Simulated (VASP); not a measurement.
# AlCu (Pm-3m) in VASP: notebook, part 2 of 2

VASP 6.6.1. The steps go on from the part before.

**5. Single point, r2SCAN**

This run uses another cell than the first one, of 12.53 Å³/atom, 1.031 times its volume.

Contents of POSCAR:

```
AlCu
1.0
    2.9267120685      0.0000000000      0.0000000000
    0.0000000000      2.9267120685      0.0000000000
    0.0000000000      0.0000000000      2.9267120685
Al Cu
1 1
Direct
    0.0000000000      0.0000000000      0.0000000000
    0.5000000000      0.5000000000      0.5000000000
```

Contents of INCAR.step1:

```
ALGO = Normal
EDIFF = 1E-4
ENCUT = 520
GGA = PE
ISMEAR = -1
LASPH = True
LCHARG = False
LREAL = False
LWAVE = True
NBANDS = 14
NELM = 100
PREC = Accurate
SIGMA = 0.1
```

Contents of INCAR.step2:

```
ALGO = Normal
EDIFF = 1E-7
ENCUT = 520
ISIF = 2
ISMEAR = -1
ISTART = 1
LASPH = True
LCHARG = True
LELF = True
LMIXTAU = True
LREAL = False
LVHAR = True
LWAVE = False
METAGGA = R2SCAN
NBANDS = 14
NELM = 100
PREC = Accurate
SIGMA = 0.1
```

Contents of KPOINTS:

```
k-points
0
Gamma
  7 7 7
```

Potentials or basis: VASP PAW PBE potentials, release 64 (Al, Cu).

Started as:

```bash
$ cat potpaw_PBE.64/Al/POTCAR potpaw_PBE.64/Cu/POTCAR > POTCAR
$ cp INCAR.step1 INCAR
$ mpirun -np 1 vasp_std > vasp.out
$ cp INCAR.step2 INCAR
$ mpirun -np 1 vasp_std > vasp.out
```

OUTCAR:

```text
EDIFF = 1E-7
   ENCUT = 520
   ISIF = 2
   ISMEAR = -1
   ISTART = 1
   LASPH = True
   LREAL = False
   METAGGA = R2SCAN
   NELM = 100
   PREC = Accurate

 ion  position               nearest neighbor table
   1  0.000  0.000  0.000-   2 2.53   2 2.53   2 2.53   2 2.53   2 2.53   2 2.53   2 2.53   2 2.53

   2  0.500  0.500  0.500-   1 2.53   1 2.53   1 2.53   1 2.53   1 2.53   1 2.53   1 2.53   1 2.53

  LATTYP: Found a simple cubic cell.
 ALAT       =     2.9267120685

  Lattice vectors:

 A1 = (   2.9267120685,   0.0000000000,   0.0000000000)
 A2 = (   0.0000000000,   2.9267120685,   0.0000000000)
 A3 = (   0.0000000000,   0.0000000000,   2.9267120685)

Analysis of symmetry for initial positions (statically):
=====================================================================
 Subroutine PRICEL returns:
 Original cell was already a primitive cell.

 Routine SETGRP: Setting up the symmetry group for a
 simple cubic supercell.

 Subroutine GETGRP returns: Found 48 space group operations
[... 9 lines left out ...]

 Routine SETGRP: Setting up the symmetry group for a
 simple cubic supercell.

 Subroutine GETGRP returns: Found 48 space group operations
[... 11 lines left out ...]
                                     Primitive cell

  volume of cell :      25.0692

  direct lattice vectors                    reciprocal lattice vectors
     2.926712069  0.000000000  0.000000000     0.341680349  0.000000000  0.000000000
     0.000000000  2.926712069  0.000000000     0.000000000  0.341680349  0.000000000
     0.000000000  0.000000000  2.926712069     0.000000000  0.000000000  0.341680349

  length of vectors
     2.926712069  2.926712069  2.926712069     0.341680349  0.341680349  0.341680349

  position of ions in fractional coordinates (direct lattice)
     0.000000000  0.000000000  0.000000000
     0.500000000  0.500000000  0.500000000

  ion indices of the primitive-cell ions
   primitive index   ion index
                 1           1
                 2           2

----------------------------------------------------------------------------------------

 KPOINTS: k-points

Automatic generation of k-mesh.
 Grid dimensions read from file:
 generate k-points for:    7    7    7

 Generating k-lattice:

  Cartesian coordinates                     Fractional coordinates (reciprocal lattice)
     0.048811478  0.000000000  0.000000000     0.142857143  0.000000000  0.000000000
     0.000000000  0.048811478  0.000000000     0.000000000  0.142857143  0.000000000
     0.000000000  0.000000000  0.048811478     0.000000000  0.000000000  0.142857143

  Length of vectors
     0.048811478  0.048811478  0.048811478

  Shift w.r.t. Gamma in fractional coordinates (k-lattice)
     0.000000000  0.000000000  0.000000000

 Subroutine IBZKPT returns following result:
 ===========================================

 Found     20 irreducible k-points:

 Following reciprocal coordinates:
            Coordinates               Weight
  0.000000  0.000000  0.000000      1.000000
  0.142857  0.000000  0.000000      6.000000
  0.285714  0.000000  0.000000      6.000000
  0.428571  0.000000  0.000000      6.000000
  0.142857  0.142857  0.000000     12.000000
  0.285714  0.142857  0.000000     24.000000
[... 12 lines left out ...]
  0.428571  0.428571  0.285714     24.000000
  0.428571  0.428571  0.428571      8.000000
   k-points           NKPTS =     20   k-points in BZ     NKDIM =     20   number of bands    NBANDS=     14
   number of dos      NEDOS =    301   number of ions     NIONS =      2
   total plane-waves  NPLWV =  13824
   dimension x,y,z NGX =    24 NGY =   24 NGZ =   24
   dimension x,y,z NGXF=    48 NGYF=   48 NGZF=   48
   ions per type =               1   1
   NGX,Y,Z   is equivalent  to a cutoff of  13.63, 13.63, 13.63 a.u.
   NGXF,Y,Z  is equivalent  to a cutoff of  27.27, 27.27, 27.27 a.u.
 SYSTEM =  unknown system
   PREC   = accura    normal or accurate (medium, high low for compatibility)
   ISTART =      1    job   : 0-new  1-cont  2-samecut
   ICHARG =      0    charge: 1-file 2-atom 10-const
   ISPIN  =      1    spin polarized calculation?
   LNONCOLLINEAR =      F non collinear calculations
   LSORBIT =      F    spin-orbit coupling
   LASPH  =      T    aspherical Exc in radial PAW
   ENCUT  =  520.0 eV  38.22 Ry    6.18 a.u.   5.44  5.44  5.44*2*pi/ulx,y,z
   NELM   =    100;   NELMIN=  2; NELMDL=  0     # of ELM steps
   EDIFF  = 0.1E-06   stopping-criterion for ELM
   LREAL  =      F    real-space projection
   EDIFFG = 0.1E-05   stopping-criterion for IOM
   NSW    =      0    number of steps for IOM
   IBRION =     -1    ionic relax: 0-MD 1-quasi-New 2-CG
   NFREE  =      0    steps in history (QN), initial steepest desc. (CG)
   ISIF   =      2    stress and relaxation
   ISYM   =      2    0-nonsym 1-usesym 2-fastsym
   POTIM  = 0.5000    time-step for ionic-motion
   TEBEG  =    0.0;   TEEND  =   0.0 temperature during run
   PSTRESS=    0.0 pullay stress
   NELECT =      14.0000    total number of electrons
   NUPDOWN=      -1.0000    fix difference up-down
   EMIN   =  10.00;   EMAX   =-10.00  energy-range for DOS
   EFERMI =   0.00;   METHOD = LEGACY
   ISMEAR =    -1;   SIGMA  =   0.10  broadening in eV -4-tet -1-fermi 0-gaus
   EFERMI_NEDOS =   21; number of points for ismear=-14 and -15
   IALGO  =     38    algorithm
   IMIX   =      4    mixing-type and parameters
     AMIX     =   0.40;   BMIX     =  1.00
     AMIX_MAG =   1.60;   BMIX_MAG =  1.00
  volume/ion in A,a.u.               =      12.53        84.59
  Fermi-wavevector in a.u.,A,eV,Ry     =   1.348148  2.547630 24.728623  1.817503
  Thomas-Fermi vector in A             =   2.475840
   LORBIT       =      0    0 simple, 1 ext, 2 COOP (PROOUT), +10 PAW based schemes
   METAGGA = R2SCAN    functional components
   LHFCALC =     F    Hartree Fock is set to
   AEXX    =    0.0000 exact exchange contribution
   IVDW    =     0    specifies the selected vdW correction
   LEPSILON=     F    determine dielectric tensor
   LRPA    =     F    only Hartree local field effects (RPA)
 non-spin polarized calculation
  energy-cutoff  :      520.00
  volume of cell :       25.07
 maximum number of plane-waves:       691
 NGX is ok and might be reduce to    24
   NGX = 11   NGY = 11   NGZ = 11

 number of electron      13.9999996 magnetization

 Free energy of the ion-electron system (eV)
  ---------------------------------------------------
  ext. energy  EPLUGINS =         0.00000000
  ---------------------------------------------------
  free energy    TOTEN  =       -17.92121800 eV

  energy without entropy =      -17.90281904  energy(sigma->0) =      -17.91201852

 E-fermi :   9.9711     XC(G=0): -12.7943

 val. band max:        9.7146121676   @ k =   0.4286   0.4286   0.1429
 cond. band min:      10.0594920186   @ k =   0.2857   0.2857   0.2857
 fundamental gap:      0.3448798510
 Fermi energy:         9.9711304338

 k-point     1 :       0.0000    0.0000    0.0000
  band No.  band energies     occupation
      1      -2.7918      2.00000
      2       4.4292      2.00000
      3       4.4292      2.00000
      4       5.6640      2.00000
      5       5.6640      2.00000
      6       5.6640      2.00000
      7      14.2334      0.00000
      8      14.2334      0.00000
      9      14.2334      0.00000
     10      16.5115      0.00000
     11      16.5115      0.00000
     12      22.1520      0.00000
     13      30.0307      0.00000
     14      30.0307      0.00000

 k-point     2 :       0.1429    0.0000    0.0000
  band No.  band energies     occupation
      1      -2.4107      2.00000
      2       4.4301      2.00000
      3       4.4886      2.00000
      4       5.5608      2.00000
      5       5.5608      2.00000
      6       5.6755      2.00000
      7      11.2395      0.00001
      8      14.6879      0.00000
      9      14.6879      0.00000
     10      16.6378      0.00000
[... 294 lines left out ...]
 k-point    20 :       0.4286    0.4286    0.4286
  band No.  band energies     occupation
      1       3.6773      2.00000
      2       3.9394      2.00000
      3       3.9394      2.00000
      4       5.9410      2.00000
      5       5.9410      2.00000
      6       8.3391      2.00000
      7      10.1948      0.19296
      8      10.1948      0.19296
      9      12.2580      0.00000
     10      13.1890      0.00000
     11      13.1890      0.00000
     12      14.7118      0.00000
     13      16.9512      0.00000
     14      35.7338      0.00000

------------------------ aborting loop because EDIFF is reached ----------------------------------------

  FORCE on cell =-STRESS in cart. coord.  units (eV):
  Direction    XX          YY          ZZ          XY          YZ          ZX
  --------------------------------------------------------------------------------------
  -------------------------------------------------------------------------------------
  Total        0.7729948      0.7729948      0.7729948      0.0000000      0.0000000      0.0000000
  in kB       49.4023000     49.4023000     49.4023000      0.0000000      0.0000000      0.0000000
  external PRESSURE =      49.4023000 kB  Pullay stress =       0.0000000 kB

 VOLUME and BASIS-vectors are now :
 -----------------------------------------------------------------------------
  energy-cutoff  :      520.00
  volume of cell :       25.07
      direct lattice vectors                 reciprocal lattice vectors
     2.926712069  0.000000000  0.000000000     0.341680349  0.000000000  0.000000000
     0.000000000  2.926712069  0.000000000     0.000000000  0.341680349  0.000000000
     0.000000000  0.000000000  2.926712069     0.000000000  0.000000000  0.341680349

 POSITION                                       TOTAL-FORCE (eV/Angst)
 -----------------------------------------------------------------------------------
      0.00000      0.00000      0.00000         0.000000      0.000000      0.000000
      1.46336      1.46336      1.46336         0.000000      0.000000      0.000000
 -----------------------------------------------------------------------------------
    total drift:                                0.000000     -0.000000     -0.000000

  FREE ENERGIE OF THE ION-ELECTRON SYSTEM (eV)
  ---------------------------------------------------
  free  energy   TOTEN  =       -17.9212179974 eV

  energy  without entropy=      -17.9028190376  energy(sigma->0) =      -17.91201852
```

OUTCAR.step1:

```text
EDIFF = 1E-4
   ENCUT = 520
   GGA = PE
   ISMEAR = -1
   LASPH = True
[... 555 lines left out ...]
      0.00000      0.00000      0.00000         0.000000      0.000000      0.000000
      1.46336      1.46336      1.46336         0.000000      0.000000      0.000000
 -----------------------------------------------------------------------------------
    total drift:                                0.000000      0.000000     -0.000000

  FREE ENERGIE OF THE ION-ELECTRON SYSTEM (eV)
  ---------------------------------------------------
  free  energy   TOTEN  =        -7.7434508047 eV

  energy  without entropy=       -7.7252955352  energy(sigma->0) =       -7.73437317
```

It took 27 s on 1 thread of Intel Xeon Platinum 8488C (Sapphire Rapids), shared host; peak memory 0.14 GiB.

Results:

```yaml
Free_energy: -17.9212 eV
Pressure: 4.9 GPa
Band_gap_on_the_k_mesh: zero (band 7 reaches 14.23 eV, above the bottom of band 8 at 9.55 eV)
```

Levels at points of the mesh, in eV from the Fermi level:
| k point | band 4 | band 5 | band 6 | band 7 | band 8 | band 9 | band 10 | band 11 |
| --- | --- | --- | --- | --- | --- | --- | --- | --- |
| (0.00, 0.00, 0.00) | -4.31 | -4.31 | -4.31 | 4.26 | 4.26 | 4.26 | 6.54 | 6.54 |

Caveat: the PAW data sets were made with another functional, which shifts forces and pressure a little.

**6. Summary**

| cell | gap on the mesh (eV) | pressure (GPa) |
| --- | --- | --- |
| a = 2.897 Å, 2 atoms | none | 9.9 |
| a = 2.961 Å, 2 atoms | none | 0.0 |
| a = 2.947 Å, 2 atoms | none | 2.0 |
| a = 2.927 Å, 2 atoms | none | 4.9 |

Alike in all rows: task single point; level r2SCAN; potentials or basis VASP PAW PBE potentials, release 64 (Al, Cu); no spin polarisation; k mesh 7 × 7 × 7; cutoff (eV) 520; smearing fermi-dirac 0.1 eV.

Caveats: the PAW data sets were made with another functional, which shifts forces and pressure a little.

Absolute energies hang on the potentials; compare differences alone.
